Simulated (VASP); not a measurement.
Wanted: the native input for a VASP 6.6.1 run.

```
Task                   : single point
Functional             : r2SCAN
Potentials or basis    : VASP PAW PBE potentials, release 64 (Si, O)
Cutoff                 : 520 eV
k mesh                 : 6 × 6 × 8
Occupations            : gaussian, width 0.05 eV
Spin                   : no spin polarisation
Dipole correction      : no
Further INCAR settings : ALGO = Normal; EDIFF = 1e-06; NBANDS = 25
```

SiO2:

```
Si O
1.0
     4.52024    0.00000    0.00000
     0.00000    4.52024    0.00000
     0.00000    0.00000    2.77549
Si O
2 4
Direct
  0.50000 0.50000 0.50000
  0.00000 0.00000 0.00000
  0.69389 0.69389 0.00000
  0.19389 0.80611 0.50000
  0.30611 0.30611 0.00000
  0.80611 0.19389 0.50000
```

This cell differs from its parent crystal: strain +0.080 along x and y, +0.040 along z.

These files were run (other wordings do the same):

POSCAR

```
SiO2
1.0
    4.5202385623      0.0000000000      0.0000000000
    0.0000000000      4.5202385623      0.0000000000
    0.0000000000      0.0000000000      2.7754947722
Si O
2 4
Direct
    0.5000000000      0.5000000000      0.5000000000
    0.0000000000      0.0000000000      0.0000000000
    0.6938852014      0.6938852014      0.0000000000
    0.1938852014      0.8061147986      0.5000000000
    0.3061147986      0.3061147986      0.0000000000
    0.8061147986      0.1938852014      0.5000000000
```

INCAR.step1

```
SYSTEM = SiO2
PREC     = Accurate       ! precision mode
ENCUT    = 520            ! plane-wave cutoff, eV
ISMEAR   = 0              ! smearing method
SIGMA    = 0.05           ! smearing width, eV
LREAL    = .FALSE.        ! projectors in reciprocal space
LASPH    = .TRUE.         ! aspherical terms in the spheres
NELM     = 60             ! most SCF steps
NBANDS   = 25             ! bands
GGA      = PE             ! functional
ALGO     = Normal         ! electronic algorithm
EDIFF    = 1E-4           ! SCF threshold, eV
LWAVE    = .TRUE.         ! write WAVECAR
LCHARG   = .FALSE.        ! write CHGCAR
```

INCAR.step2

```
SYSTEM = SiO2
PREC     = Accurate       ! precision mode
ENCUT    = 520            ! plane-wave cutoff, eV
EDIFF    = 1E-6           ! SCF threshold, eV
ISMEAR   = 0              ! smearing method
SIGMA    = 0.05           ! smearing width, eV
LREAL    = .FALSE.        ! projectors in reciprocal space
LASPH    = .TRUE.         ! aspherical terms in the spheres
NELM     = 60             ! most SCF steps
ALGO     = Normal         ! electronic algorithm
ISIF     = 2              ! what is computed and relaxed
LWAVE    = .FALSE.        ! write WAVECAR
LCHARG   = .FALSE.        ! write CHGCAR
METAGGA  = R2SCAN         ! meta-GGA
LMIXTAU  = .TRUE.       
NBANDS   = 25             ! bands
ISTART   = 1
```

KPOINTS

```
Automatic mesh
0
G
  6 6 8
  0 0 0
```

Potentials or basis: VASP PAW PBE potentials, release 64 (Si, O).

Command:

```bash
$ cat potpaw_PBE.64/Si/POTCAR potpaw_PBE.64/O/POTCAR > POTCAR
$ cp INCAR.step1 INCAR
$ mpirun -np 1 vasp_std > vasp.out
$ cp INCAR.step2 INCAR
$ mpirun -np 1 vasp_std > vasp.out
```

It gave:

```
Pressure               : -41.8 GPa
Largest force          : 1.541 eV/Å
Band gap on the k mesh : 3.39 eV, direct
```

Caveat: the cell differs from its parent crystal (strain +0.080 along x and y, +0.040 along z); the PAW data sets were made with another functional, which shifts forces and pressure a little.

Run time: 96 s on 1 thread of Intel(R) Xeon(R) 6975P-C (Granite Rapids), on a shared host, peak memory 0.2 GiB.
